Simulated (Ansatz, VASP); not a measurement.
SiGeTe2S2 in VASP and in Ansatz

```
Si Ge Te S
1.0
     4.90520    0.00000    0.00000
     0.00000    4.90520    0.00000
     0.00000    0.00000    6.58758
Si Ge Te S
1 1 2 2
Cartesian
  0.0000 0.0000 0.0000
  0.0000 0.0000 3.2938
  2.4526 2.4526 4.9128
  2.4526 2.4526 1.6748
  2.4526 0.0000 0.0000
  0.0000 2.4526 0.0000
```

Change from the starting cell: species swapped into the LaAl2BRu2 type (P4/mmm, No. 123).

Alike in both runs: task relaxation of cell and atoms; functional PBE; k mesh 4 × 4 × 4; occupations gaussian, width 0.1 eV; no spin polarisation.

```csv
,VASP,Ansatz
version,VASP 6.6.1,Ansatz 0.2.0
potentials or method,"VASP PAW PBE potentials, release 64 (Si, Ge_d, Te, S), cutoff 600 eV","scalar-relativistic, plane waves, PAW"
valence electrons in the cell,42,62
```

|  | VASP | Ansatz | Ansatz less VASP |
| --- | --- | --- | --- |
| gap on the k mesh at the Fermi level, each at its own relaxed structure (eV) | none | none | - |
| relaxed volume (Å³/atom) | 23.99 | 23.95 | -0.048 |
| relaxed cell length with the largest relative difference (Å) | 6.097 | 6.228 | +0.1307 |

A gap of «none» marks a metal or a gap that the smearing closes. VASP's potentials hold 42 valence electrons a cell and Ansatz's 62, so a difference there can come from the potentials and not from the codes.

Neither program's run includes spin-orbit coupling.
